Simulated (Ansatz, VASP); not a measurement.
# Tl in VASP and in Ansatz

```xyz
2
Lattice="3.7858 0.0000 0.0000 -1.8929 3.2786 0.0000 0.0000 0.0000 5.8869" Properties=species:S:1:pos:R:3 pbc="T T T"
Tl    0.0000    2.1858    1.4717
Tl    1.8929    1.0929    4.4152
```

Alike in both runs: task single point; functional RPBE; k mesh 16 × 16 × 9; occupations fermi-dirac, width 0.1 eV; no spin polarisation.

|  | VASP | Ansatz |
| --- | --- | --- |
| version | VASP 6.6.1 | Ansatz 0.2.0 |
| potentials or method | VASP PAW PBE potentials, release 64 (Tl_d), cutoff 520 eV | plane waves (420 eV) with PAW, scalar-relativistic |
| valence electrons in the cell | 26 | 26 |

|  | VASP | Ansatz | Ansatz less VASP |
| --- | --- | --- | --- |
| pressure (GPa) | -1.3 | -1.2 | +0.05 |

VASP's potentials were made for PBE, not for RPBE.

Spin-orbit coupling is off throughout.
